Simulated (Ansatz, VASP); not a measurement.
# Two plane-wave programs on W

POSCAR

```
W
1.0
    0.0000000000      2.0680625000      2.0680625000
    2.0300000000      0.0380625000      2.0300000000
    2.0300000000      2.0300000000      0.0380625000
W
1
Direct
    0.0000000000      0.0000000000      0.0000000000
```

File INCAR.step1:

```
PREC = Accurate
ENCUT = 520
ISMEAR = 0
SIGMA = 0.15
LREAL = False
LASPH = True
NELM = 60
NBANDS = 13
GGA = PE
ALGO = Normal
EDIFF = 1E-4
LWAVE = True
LCHARG = False
```

The input INCAR.step2:

```
PREC = Accurate
ENCUT = 520
EDIFF = 1E-6
ISMEAR = 0
SIGMA = 0.15
LREAL = False
LASPH = True
NELM = 60
ALGO = Normal
ISIF = 2
LWAVE = False
LCHARG = False
METAGGA = R2SCAN
LMIXTAU = True
NBANDS = 13
ISTART = 1
```

KPOINTS

```
Automatic mesh
0
Gamma
  20 20 20
```

Input for Ansatz:

```yaml
crystal:
  lattice:
    - [0.0, 2.0680625, 2.0680625]
    - [2.03, 0.0380625, 2.03]
    - [2.03, 2.03, 0.0380625]
  atoms:
    - { symbol: W, position: [0.0, 0.0, 0.0] }
basis:
  ecutwfc: 500
kpoints:
  mp_grid: { grid: [20, 20, 20] }
hamiltonian:
  xc: r2scan
scf:
  occupations: { method: gaussian, width: 0.15 }
output:
  forces: true
  stress: true
  eigenvalues: true
```

Change from the starting cell: strain +0.0375 x Voigt [0, 0, 0, 1, 0, 0], atoms carried along.

Alike in both runs: task single point; functional r2SCAN; k mesh 20 × 20 × 20; occupations gaussian, width 0.15 eV; no spin polarisation.

|  | VASP | Ansatz |
| --- | --- | --- |
| version | VASP 6.6.1 | Ansatz 0.2.0 |
| potentials or method | VASP PAW PBE potentials, release 64 (W_sv), cutoff 520 eV | scalar-relativistic, plane waves, PAW |
| valence electrons in the cell | 14 | 14 |

|  | VASP | Ansatz | Ansatz less VASP |
| --- | --- | --- | --- |
| gap on the k mesh at the Fermi level (eV) | none | none | - |
| pressure (GPa) | -7.5 | -8.5 | -0.98 |
| traceless stress, the component that is largest in VASP (GPa) | 5.78 | 5.70 | -0.087 |

VASP's potentials were made for PBE, not for r2SCAN. A gap of «none» marks a metal or a gap that the smearing closes. The functional is the same, so the differences come from potentials, cutoffs and numerics.

Neither program's run includes spin-orbit coupling.
